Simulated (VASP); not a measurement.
CuF: single point with PBE

Crystal: CuF.

```xyz
4
Lattice="3.5358 0.0000 0.0000 -1.7679 3.0621 0.0000 0.0000 0.0000 5.5153" Properties=species:S:1:pos:R:3 pbc="T T T"
Cu    0.0000    2.0414    1.3788
Cu    1.7679    1.0207    4.1365
F     1.7679    1.0207    1.3788
F     0.0000    2.0414    4.1365
```

```json
{"Program": "VASP 6.6.1", "Task": "single point", "Functional": "PBE", "Potentials or basis": "VASP PAW PBE potentials, release 64 (Cu, F)", "Cutoff": "520 eV", "k mesh": "12 × 12 × 6", "Occupations": "fermi-dirac, width 0.02 eV", "Spin": "no spin polarisation", "Dipole correction": "no", "Further INCAR settings": "ALGO = Normal; EDIFF = 1e-06; NBANDS = 26"}
```

```json
{
  "Pressure": "0.2 GPa",
  "Band gap on the k mesh": "zero (band 18 reaches 2.56 eV, above the bottom of band 19 at 2.52 eV)"
}
```

Stress tensor (GPa, compression positive):
```
 0.35  0.00  0.00
 0.00  0.35  0.00
 0.00  0.00 -0.10
```

Levels at points of the mesh, in eV from the Fermi level:
```
           k point  band 14  band 15  band 16  band 17  band 18  band 19  band 20  band 21  band 22  band 23
(0.00, 0.00, 0.00)    -0.90    -0.77     0.01     0.01     0.02     0.02     3.06     4.39    11.34    11.34
(0.50, 0.00, 0.00)    -0.86    -0.86    -0.72    -0.62    -0.54     3.12     4.06     6.24     6.86     6.93
(0.00, 0.00, 0.50)    -0.92     0.01     0.01     0.01     0.01     0.26     0.26     8.27     8.27    11.39
(0.50, 0.00, 0.50)    -0.84    -0.72    -0.72    -0.57    -0.57     3.90     3.90     4.91     4.91     9.06
```

Run time: 70 s on 1 thread of AMD EPYC 9R45 96-Core Processor (Zen 5), with other jobs on the host, peak memory 0.21 GiB.

Caveat: semilocal functionals often make such compounds metallic where correlation or magnetic order opens a gap, which also shifts bond lengths. With open d or f shells a metallic result of PBE can be an artefact of self-interaction; +U or a hybrid may open a gap.
